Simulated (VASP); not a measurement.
# Bi (P6_3/mmc) in VASP: notebook

Runs on Bi. Level: PBEsol. Tasks: electric field gradients.

Everything below comes from runs of VASP 6.6.1. Logs are shortened: lines on timing, memory, paths and dates and some standing lists are left out, and cuts for length are marked.

## (1) The cell of the first run

The structure is hexagonal, space group P6_3/mmc (No. 194). Conventional cell: a = 4.448 Å, b = 4.448 Å, c = 11.829 Å, α = 90.00°, β = 90.00°, γ = 120.00°. Within 5.8 Å of Bi (site symmetry -6m2) lie 6 Bi at 4.45 Å.

This isn't the form of Bi at room conditions, which is rhombohedral.

## (2) Electric field gradients, PBEsol (equal xx and yy strain of -2 %)

Contents of INCAR:

```
  PREC = Accurate
  ENCUT = 520
  EDIFF = 1E-8
  ISMEAR = -1
  SIGMA = 0.08
  LREAL = F
  LASPH = T
  NELM = 100
  ALGO = Normal
  ISIF = 2
  LWAVE = F
  LCHARG = F
  GGA = PS
  LEFG = T
  NBANDS = 22
```

Contents of KPOINTS:

```
regular mesh
0
Gamma
  9 9 3
```

Contents of POSCAR:

```
Bi
1.0
    4.4482202937      0.0000000000      0.0000000000
   -2.2241101469      3.8522717760      0.0000000000
    0.0000000000      0.0000000000     11.8290000000
Bi
2
Direct
    0.3333333333      0.6666666667      0.2500000000
    0.6666666667      0.3333333333      0.7500000000
```

Potentials or basis: VASP PAW PBE potentials, release 64 (Bi_d).

The run is started by

```bash
$ cat potpaw_PBE.64/Bi_d/POTCAR > POTCAR
$ mpirun -np 1 vasp_std > vasp.out
```

OUTCAR:

```text
PREC = Accurate
   ENCUT = 520
   EDIFF = 1E-8
   ISMEAR = -1
   LREAL = F
   LASPH = T
   NELM = 100
   ISIF = 2
   GGA = PS

 ion  position               nearest neighbor table
   1  0.333  0.667  0.250-
   2  0.667  0.333  0.750-

  LATTYP: Found a hexagonal cell.
 ALAT       =     4.4482202937
 C/A-ratio  =     2.6592657780

  Lattice vectors:

 A1 = (   4.4482202937,   0.0000000000,   0.0000000000)
 A2 = (  -2.2241101469,   3.8522717760,   0.0000000000)
 A3 = (   0.0000000000,   0.0000000000,  11.8290000000)

Analysis of symmetry for initial positions (statically):
=====================================================================
 Subroutine PRICEL returns:
 Original cell was already a primitive cell.

 Routine SETGRP: Setting up the symmetry group for a
 hexagonal supercell.

 Subroutine GETGRP returns: Found 24 space group operations
 (whereof 12 operations were pure point group operations)
 out of a pool of 24 trial point group operations.

The static configuration has the point symmetry D_3d.
 The point group associated with its full space group is D_6h.

Analysis of symmetry for dynamics (positions and initial velocities):
=====================================================================
 Subroutine PRICEL returns:
 Original cell was already a primitive cell.

 Routine SETGRP: Setting up the symmetry group for a
 hexagonal supercell.

 Subroutine GETGRP returns: Found 24 space group operations
 (whereof 12 operations were pure point group operations)
 out of a pool of 24 trial point group operations.

The dynamic configuration has the point symmetry D_3d.
 The point group associated with its full space group is D_6h.

 Subroutine INISYM returns: Found 24 space group operations
 (whereof 12 operations are pure point group operations),
 and found     1 'primitive' translations

----------------------------------------------------------------------------------------

                                     Primitive cell

  volume of cell :     202.6988

  direct lattice vectors                    reciprocal lattice vectors
     4.448220294  0.000000000  0.000000000     0.224809010  0.129793542  0.000000000
    -2.224110147  3.852271776  0.000000000     0.000000000  0.259587085  0.000000000
     0.000000000  0.000000000 11.829000000     0.000000000  0.000000000  0.084538000
[... 119 lines left out ...]
   NGX = 17   NGY = 17   NGZ = 43

 number of electron      30.0000011 magnetization

 Free energy of the ion-electron system (eV)
  ---------------------------------------------------
  ext. energy  EPLUGINS =         0.00000000
  ---------------------------------------------------
  free energy    TOTEN  =        -3.71679543 eV

  energy without entropy =       -3.57718232  energy(sigma->0) =       -3.64698888

 E-fermi :  -0.9906     XC(G=0):  -5.5325

 val. band max:       -0.9946925981   @ k =   0.3333  -0.0000   0.3333
 cond. band min:      -0.9841656276   @ k =   0.2222   0.1111   0.0000
 fundamental gap:      0.0105269705
 Fermi energy:        -0.9905913847

 k-point     1 :       0.0000    0.0000    0.0000
  band No.  band energies     occupation
      1     -23.7621      2.00000
      2     -23.7621      2.00000
      3     -23.7621      2.00000
      4     -23.7621      2.00000
      5     -23.7558      2.00000
      6     -23.7558      2.00000
[... 589 lines left out ...]
     21       4.6077      0.00000
     22       5.0992      0.00000

------------------------ aborting loop because EDIFF is reached ----------------------------------------

  FORCE on cell =-STRESS in cart. coord.  units (eV):
  Direction    XX          YY          ZZ          XY          YZ          ZX
  --------------------------------------------------------------------------------------
  -------------------------------------------------------------------------------------
  Total       -6.8612609     -6.8612609     -0.4831678      0.0000000      0.0000000      0.0000000
  in kB      -54.2329565    -54.2329565     -3.8190672      0.0000000      0.0000000      0.0000000
  external PRESSURE =     -37.4283268 kB  Pullay stress =       0.0000000 kB

 VOLUME and BASIS-vectors are now :
 -----------------------------------------------------------------------------
  energy-cutoff  :      520.00
  volume of cell :      202.70
      direct lattice vectors                 reciprocal lattice vectors
     4.448220294  0.000000000  0.000000000     0.224809010  0.129793542  0.000000000
    -2.224110147  3.852271776  0.000000000     0.000000000  0.259587085  0.000000000
     0.000000000  0.000000000 11.829000000     0.000000000  0.000000000  0.084538000

 POSITION                                       TOTAL-FORCE (eV/Angst)
 -----------------------------------------------------------------------------------
     -0.00000      2.56818      2.95725         0.000000     -0.000000      0.000000
      2.22411      1.28409      8.87175        -0.000000      0.000000      0.000000
 -----------------------------------------------------------------------------------
    total drift:                               -0.000000      0.000000      0.000000

  FREE ENERGIE OF THE ION-ELECTRON SYSTEM (eV)
  ---------------------------------------------------
  free  energy   TOTEN  =        -3.7167954328 eV

  energy  without entropy=       -3.5771823227  energy(sigma->0) =       -3.64698888

 Electric field gradients (V/A^2)
---------------------------------------------------------------------
 ion       V_xx      V_yy      V_zz      V_xy      V_xz      V_yz
---------------------------------------------------------------------
   1     107.823   107.825  -215.648     0.002     0.000    -0.000
   2     107.823   107.825  -215.648     0.002    -0.000     0.000
---------------------------------------------------------------------

 Electric field gradients after diagonalization (V/A^2)
 (convention: |V_zz| > |V_xx| > |V_yy|)
----------------------------------------------------------------------
 ion       V_xx      V_yy      V_zz     asymmetry (V_yy - V_xx)/ V_zz
----------------------------------------------------------------------
   1     107.826   107.822  -215.648       0.000
   2     107.826   107.822  -215.648       0.000
----------------------------------------------------------------------

           NMR quadrupolar parameters

 Cq : quadrupolar parameter    Cq=e*Q*V_zz/h
 eta: asymmetry parameters     (V_yy - V_xx)/ V_zz
 Q  : nuclear electric quadrupole moment in mb (millibarn)
----------------------------------------------------------------------
 ion       Cq(MHz)       eta       Q (mb)
----------------------------------------------------------------------
   1      -0.521       0.000       1.000
   2      -0.521       0.000       1.000
----------------------------------------------------------------------
```

OSZICAR:

```text
N       E                     dE             d eps       ncg     rms          rms(c)
DAV:   1     0.267249648670E+03    0.26725E+03   -0.14500E+04  1136   0.119E+03
DAV:   2     0.173589908023E+02   -0.24989E+03   -0.24557E+03  1152   0.324E+02
DAV:   3    -0.302084144100E+01   -0.20380E+02   -0.20179E+02  1266   0.119E+02
DAV:   4    -0.370768690288E+01   -0.68685E+00   -0.68503E+00  1304   0.245E+01
DAV:   5    -0.373021406153E+01   -0.22527E-01   -0.22526E-01  1504   0.414E+00    0.767E-01
DAV:   6    -0.371579138342E+01    0.14423E-01   -0.38360E-02  1240   0.156E+00    0.490E-01
DAV:   7    -0.371569028761E+01    0.10110E-03   -0.36501E-02  1206   0.123E+00    0.134E-01
DAV:   8    -0.371650900265E+01   -0.81872E-03   -0.22910E-03  1152   0.612E-01    0.454E-02
DAV:   9    -0.371674656432E+01   -0.23756E-03   -0.21544E-04  1206   0.825E-02    0.171E-02
DAV:  10    -0.371678662251E+01   -0.40058E-04   -0.34259E-05  1312   0.270E-02    0.336E-03
DAV:  11    -0.371679449214E+01   -0.78696E-05   -0.70078E-06  1152   0.194E-02    0.200E-03
DAV:  12    -0.371679525763E+01   -0.76549E-06   -0.16651E-06  1140   0.106E-02    0.534E-04
DAV:  13    -0.371679539303E+01   -0.13540E-06   -0.18846E-07   996   0.229E-03    0.334E-04
DAV:  14    -0.371679544216E+01   -0.49132E-07   -0.27931E-08  1014   0.172E-03    0.168E-04
DAV:  15    -0.371679543210E+01    0.10060E-07   -0.88297E-09   946   0.537E-04    0.649E-05
DAV:  16    -0.371679543281E+01   -0.70941E-09   -0.50861E-10   672   0.225E-04
   1 F= -.37167954E+01 E0= -.36469889E+01  d E =-.139613E+00
```

stdout:

```text
POSCAR found type information on POSCAR Bi
 POSCAR found :  1 types and       2 ions
 scaLAPACK will be used
 -----------------------------------------------------------------------------
|                                                                             |
|                                                                             |
|     You enforced a specific xc type in the INCAR file but a different       |
|     I HOPE YOU KNOW WHAT YOU ARE DOING!                                     |
|                                                                             |
 -----------------------------------------------------------------------------

 LDA part: xc-table for (Slater+PW92), standard interpolation
 POSCAR, INCAR and KPOINTS ok, starting setup
 FFT: planning ... GRIDC
 FFT: planning ... GRID_SOFT
 FFT: planning ... GRID
 WAVECAR not read
 entering main loop
ion   1

ion   2
```

Run time: 92 s. Hardware: 1 thread of Intel Xeon Platinum 8488C (Sapphire Rapids), shared host; peak memory 0.35 GiB.

What came out:

```
Free energy                             : -3.7168 eV
Pressure                                : -3.7 GPa
Band gap on the k mesh                  : zero (bands 15 and 16 overlap by 2.37 eV)
Largest electric field gradient by atom : Bi -215.6 V/Å²
```

Stress tensor (GPa, compression positive):
```
-5.42  0.00  0.00
 0.00 -5.42  0.00
 0.00  0.00 -0.38
```

Electric field gradients, principal values (V/Å²):
```tsv
atom	least	middle	greatest (by size)
1 Bi	107.822	107.826	-215.648
2 Bi	107.822	107.826	-215.648
```

Caveat: the cell differs from its parent crystal (equal xx and yy strain of -2 %); the cell stands under tension; without QUAD_EFG the Cq values of the log hold for a quadrupole moment of 1 mb, not for the nuclei; the PAW data sets were made with another functional, which shifts forces and pressure a little; spin-orbit coupling is left out, which moves the levels of the heavy elements.

## (3) Electric field gradients, PBEsol (equal xx and yy strain of -2 %)

Contents of INCAR:

```
SYSTEM = Bi
PREC = Accurate ; ENCUT = 520
EDIFF = 1E-8 ; ISMEAR = -1
SIGMA = 0.08 ; LREAL = .False.
LASPH = .True. ; NELM = 60
ALGO = Normal ; ISIF = 2
LWAVE = .False. ; LCHARG = .False.
GGA = PS ; LEFG = .True.
NBANDS = 22
```

Contents of KPOINTS:

```
regular mesh
0
Gamma
  9 9 3
  0 0 0
```

POSCAR is that of step 2.

Potentials or basis: VASP PAW PBE potentials, release 64 (Bi_d).

The run is started by

```bash
$ cat potpaw_PBE.64/Bi_d/POTCAR > POTCAR
$ mpirun -np 1 vasp_std > vasp.out
```

OUTCAR:

```text
SYSTEM = Bi
   PREC = Accurate
   ENCUT = 520
   EDIFF = 1E-8
   ISMEAR = -1
   LREAL = .False.
   LASPH = .True.
   NELM = 60
   ISIF = 2
   GGA = PS

 ion  position               nearest neighbor table
   1  0.333  0.667  0.250-
   2  0.667  0.333  0.750-

  LATTYP: Found a hexagonal cell.
 ALAT       =     4.4482202937
 C/A-ratio  =     2.6592657780

  Lattice vectors:

 A1 = (   4.4482202937,   0.0000000000,   0.0000000000)
 A2 = (  -2.2241101469,   3.8522717760,   0.0000000000)
 A3 = (   0.0000000000,   0.0000000000,  11.8290000000)

Analysis of symmetry for initial positions (statically):
=====================================================================
 Subroutine PRICEL returns:
 Original cell was already a primitive cell.

 Routine SETGRP: Setting up the symmetry group for a
[... 788 lines left out ...]
  energy-cutoff  :      520.00
  volume of cell :      202.70
      direct lattice vectors                 reciprocal lattice vectors
     4.448220294  0.000000000  0.000000000     0.224809010  0.129793542  0.000000000
    -2.224110147  3.852271776  0.000000000     0.000000000  0.259587085  0.000000000
     0.000000000  0.000000000 11.829000000     0.000000000  0.000000000  0.084538000

 POSITION                                       TOTAL-FORCE (eV/Angst)
 -----------------------------------------------------------------------------------
     -0.00000      2.56818      2.95725         0.000000     -0.000000      0.000000
      2.22411      1.28409      8.87175        -0.000000      0.000000      0.000000
 -----------------------------------------------------------------------------------
    total drift:                               -0.000000      0.000000      0.000000

  FREE ENERGIE OF THE ION-ELECTRON SYSTEM (eV)
  ---------------------------------------------------
  free  energy   TOTEN  =        -3.7167954328 eV

  energy  without entropy=       -3.5771823227  energy(sigma->0) =       -3.64698888

 Electric field gradients (V/A^2)
---------------------------------------------------------------------
 ion       V_xx      V_yy      V_zz      V_xy      V_xz      V_yz
---------------------------------------------------------------------
   1     107.823   107.825  -215.648     0.002     0.000    -0.000
   2     107.823   107.825  -215.648     0.002    -0.000     0.000
---------------------------------------------------------------------

 Electric field gradients after diagonalization (V/A^2)
 (convention: |V_zz| > |V_xx| > |V_yy|)
----------------------------------------------------------------------
 ion       V_xx      V_yy      V_zz     asymmetry (V_yy - V_xx)/ V_zz
----------------------------------------------------------------------
   1     107.826   107.822  -215.648       0.000
   2     107.826   107.822  -215.648       0.000
----------------------------------------------------------------------

           NMR quadrupolar parameters

 Cq : quadrupolar parameter    Cq=e*Q*V_zz/h
 eta: asymmetry parameters     (V_yy - V_xx)/ V_zz
 Q  : nuclear electric quadrupole moment in mb (millibarn)
----------------------------------------------------------------------
 ion       Cq(MHz)       eta       Q (mb)
----------------------------------------------------------------------
   1      -0.521       0.000       1.000
   2      -0.521       0.000       1.000
----------------------------------------------------------------------
```

OSZICAR:

```text
N       E                     dE             d eps       ncg     rms          rms(c)
DAV:   1     0.267249648670E+03    0.26725E+03   -0.14500E+04  1136   0.119E+03
DAV:   2     0.173589908023E+02   -0.24989E+03   -0.24557E+03  1152   0.324E+02
DAV:   3    -0.302084144100E+01   -0.20380E+02   -0.20179E+02  1266   0.119E+02
DAV:   4    -0.370768690288E+01   -0.68685E+00   -0.68503E+00  1304   0.245E+01
DAV:   5    -0.373021406153E+01   -0.22527E-01   -0.22526E-01  1504   0.414E+00    0.767E-01
DAV:   6    -0.371579138342E+01    0.14423E-01   -0.38360E-02  1240   0.156E+00    0.490E-01
DAV:   7    -0.371569028761E+01    0.10110E-03   -0.36501E-02  1206   0.123E+00    0.134E-01
DAV:   8    -0.371650900265E+01   -0.81872E-03   -0.22910E-03  1152   0.612E-01    0.454E-02
DAV:   9    -0.371674656432E+01   -0.23756E-03   -0.21544E-04  1206   0.825E-02    0.171E-02
DAV:  10    -0.371678662251E+01   -0.40058E-04   -0.34259E-05  1312   0.270E-02    0.336E-03
DAV:  11    -0.371679449214E+01   -0.78696E-05   -0.70078E-06  1152   0.194E-02    0.200E-03
DAV:  12    -0.371679525763E+01   -0.76549E-06   -0.16651E-06  1140   0.106E-02    0.534E-04
DAV:  13    -0.371679539303E+01   -0.13540E-06   -0.18846E-07   996   0.229E-03    0.334E-04
DAV:  14    -0.371679544216E+01   -0.49132E-07   -0.27931E-08  1014   0.172E-03    0.168E-04
DAV:  15    -0.371679543210E+01    0.10060E-07   -0.88297E-09   946   0.537E-04    0.649E-05
DAV:  16    -0.371679543281E+01   -0.70941E-09   -0.50861E-10   672   0.225E-04
   1 F= -.37167954E+01 E0= -.36469889E+01  d E =-.139613E+00
```

Run time: 92 s. Hardware: 1 thread of Intel Xeon Platinum 8488C (Sapphire Rapids), shared host; peak memory 0.34 GiB.

Results:

- Free energy: -3.7168 eV
- Pressure: -3.7 GPa
- Band gap on the k mesh: zero (bands 15 and 16 overlap by 2.37 eV)
- Largest electric field gradient by atom: Bi -215.6 V/Å²

Stress tensor (GPa, compression positive):
```
-5.42  0.00  0.00
 0.00 -5.42  0.00
 0.00  0.00 -0.38
```

Levels at points of the mesh, in eV from the Fermi level:
| k point | band 11 | band 12 | band 13 | band 14 | band 15 | band 16 | band 17 | band 18 | band 19 | band 20 |
| --- | --- | --- | --- | --- | --- | --- | --- | --- | --- | --- |
| (0.00, 0.00, 0.00) | -10.39 | -10.38 | -0.91 | -0.40 | 1.57 | 1.57 | 1.58 | 1.58 | 3.04 | 4.65 |

Electric field gradients, principal values (V/Å²):
| atom | least | middle | greatest (by size) |
| --- | --- | --- | --- |
| 1 Bi | 107.822 | 107.826 | -215.648 |
| 2 Bi | 107.822 | 107.826 | -215.648 |

Caveat: the cell differs from its parent crystal (equal xx and yy strain of -2 %); the cell stands under tension; without QUAD_EFG the Cq values of the log hold for a quadrupole moment of 1 mb, not for the nuclei; the PAW data sets were made with another functional, which shifts forces and pressure a little; spin-orbit coupling is left out, which moves the levels of the heavy elements.

[end of part 1 of 2]
